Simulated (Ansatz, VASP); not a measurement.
# BiRh in VASP and in Ansatz

The input INCAR:

```
PREC = Accurate
ENCUT = 520
EDIFF = 1E-8
ISMEAR = -1
SIGMA = 0.03
LREAL = False
LASPH = True
NELM = 80
ALGO = Normal
ISIF = 2
LWAVE = False
LCHARG = False
LEFG = True
NBANDS = 38
```

File KPOINTS:

```
Automatic mesh
0
Gamma
  12 12 7
```

Contents of POSCAR:

```
BiRh
1.0
    4.1076022964      0.0000000000      0.0000000000
   -2.0538011482      3.5572879373      0.0000000000
    0.0000000000      0.0000000000      5.6818140917
Bi Rh
2 2
Direct
    0.3333333333      0.6666666667      0.2500000000
    0.6666666667      0.3333333333      0.7500000000
    0.0000000000      0.0000000000      0.0000000000
    0.0000000000      0.0000000000      0.5000000000
```

Input for Ansatz:

```yaml
crystal:
  lattice:
    - [4.1076022964, 0.0, 0.0]
    - [-2.0538011482, 3.5572879373, 0.0]
    - [0.0, 0.0, 5.6818140917]
  atoms:
    - { symbol: Bi, position: [0.3333333333, 0.6666666667, 0.25] }
    - { symbol: Bi, position: [0.6666666667, 0.3333333333, 0.75] }
    - { symbol: Rh, position: [0.0, 0.0, 0.0] }
    - { symbol: Rh, position: [0.0, 0.0, 0.5] }
kpoints:
  mp_grid: { grid: [12, 12, 7] }
scf:
  occupations: { method: fermi_dirac, width: 0.03 }
hamiltonian:
  xc: lda
  pseudopotentials: { kind: all_electron, datasets: crystal }
output:
  forces: true
  stress: true
  eigenvalues: true
  efg: { contact_densities: true }
```

Change from the starting cell: volume scaled by 1.01, crystal datasets.

Alike in both runs: task electric field gradients; functional LDA; k mesh 12 × 12 × 7; occupations fermi-dirac, width 0.03 eV; no spin polarisation.

```csv
,VASP,Ansatz
version,VASP 6.6.1,Ansatz 0.2.0
potentials or method,"VASP PAW LDA potentials, release 64 (Bi_d, Rh_pv), cutoff 520 eV","all-electron PAW with datasets made for the crystal, scalar-relativistic"
```

```tsv
	VASP	Ansatz	Ansatz less VASP
pressure (GPa)	-3.6	-3.9	-0.33
traceless stress, the component that is largest in VASP (GPa)	-0.87	-0.90	-0.029
size of Vzz on the site where it differs most (V/Å²)	39.5	25.5	-14.00
```

LDA's correlation is that of Perdew and Zunger in VASP and of Perdew and Wang (1992) in Ansatz. Ansatz ran all-electron here, and VASP with PAW potentials.

Spin-orbit coupling is off throughout.
